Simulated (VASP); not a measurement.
Input of a VASP 6.6.1 run:

The input INCAR:

```
PREC = Accurate ; ENCUT = 520
EDIFF = 1E-7 ; ISMEAR = 0
SIGMA = 0.02 ; LREAL = F
LASPH = T ; NELM = 60
ALGO = Normal ; ISIF = 2
LWAVE = F ; LCHARG = F
GGA = PS ; NBANDS = 11
```

KPOINTS

```
regular mesh
0
Gamma
  10 10 10
```

POSCAR

```
BP
1.0
    0.0000000000      2.2388713781      2.2388713781
    2.2388713781      0.0000000000      2.2388713781
    2.2388713781      2.2388713781      0.0000000000
B P
1 1
Direct
    0.0000000000      0.0000000000      0.0000000000
    0.2500000000      0.2500000000      0.2500000000
```

Potentials or basis: VASP PAW PBE potentials, release 64 (B, P).

Run with:

```console
$ cat potpaw_PBE.64/B/POTCAR potpaw_PBE.64/P/POTCAR > POTCAR
$ mpirun -np 1 vasp_std > vasp.out
```

**Question.** Estimate the pressure.

**Answer.** 5.2 GPa.

**Question.** What does it give for the band gap on the k mesh?

**Answer.** 1.08 eV, indirect (least direct gap 3.42 eV).

Caveat: the PAW data sets were made with another functional, which shifts forces and pressure a little. A k mesh can miss the band edges.
